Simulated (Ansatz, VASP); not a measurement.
## SbSe2 in VASP and in Ansatz

File INCAR:

```
SYSTEM = SbSe2
  PREC = Accurate
  ENCUT = 520
  EDIFF = 1E-7
  ISMEAR = 0
  SIGMA = 0.1
  LREAL = .FALSE.
  LASPH = .TRUE.
  NELM = 100
  ALGO = Normal
  ISIF = 2
  LWAVE = .FALSE.
  LCHARG = .FALSE.
  GGA = PE
  NBANDS = 16
```

File KPOINTS:

```
regular mesh
0
G
  6 6 6
  0 0 0
```

The input POSCAR:

```
SbSe2
1.0
   -1.9895352927      1.9895352927      4.8805787649
    1.9895352927     -1.9895352927      4.8805787649
    1.9895352927      1.9895352927     -4.8805787649
Sb Se
1 2
Direct
    0.0000000000      0.0000000000      0.0000000000
    0.6650000000      0.6650000000      0.0000000000
    0.3350000000      0.3350000000      0.0000000000
```

Input for Ansatz:

```yaml
crystal:
  lattice:
    - [-1.9895352927, 1.9895352927, 4.8805787649]
    - [1.9895352927, -1.9895352927, 4.8805787649]
    - [1.9895352927, 1.9895352927, -4.8805787649]
  atoms:
    - { symbol: Sb, position: [0.0, 0.0, 0.0] }
    - { symbol: Se, position: [0.665, 0.665, 0.0] }
    - { symbol: Se, position: [0.335, 0.335, 0.0] }
basis:
  ecutwfc: 420
kpoints:
  mp_grid: { grid: [6, 6, 6] }
hamiltonian:
  xc: pbe
scf:
  occupations: { method: gaussian, width: 0.1 }
  lower_state_search: "off"
output:
  forces: true
  stress: true
  eigenvalues: true
```

Alike in both runs: task single point; functional PBE; k mesh 6 × 6 × 6; occupations gaussian, width 0.1 eV; no spin polarisation.

|  | VASP | Ansatz |
| --- | --- | --- |
| version | VASP 6.6.1 | Ansatz 0.2.0 |
| potentials or method | VASP PAW PBE potentials, release 64 (Sb, Se), cutoff 520 eV | scalar-relativistic, plane waves, PAW |
| valence electrons in the cell | 17 | 47 |

VASP gave:

| Quantity | Value |
| --- | --- |
| gap on the k mesh at the Fermi level (eV) | none |
| pressure (GPa) | -5.7 |
| traceless stress, the component that is largest in VASP (GPa) | 1.08 |
| rms of the force components (eV/Å) | 0.235 |

Task: Estimate Ansatz's values.

Result: gap on the k mesh at the Fermi level (eV): none; pressure (GPa): -5.6; traceless stress, the component that is largest in VASP (GPa): 1.08; rms of the force components (eV/Å): 0.234.

Atom by atom the forces differ by 0.001 eV/Å (rms over components). A gap of «none» marks a metal or a gap that the smearing closes. The functional is the same, so the differences come from potentials, cutoffs and numerics. VASP's potentials hold 17 valence electrons a cell and Ansatz's 47, so a difference there can come from the potentials and not from the codes.

The k mesh is coarse, so the values compare programs but aren't converged. Neither program's run includes spin-orbit coupling.
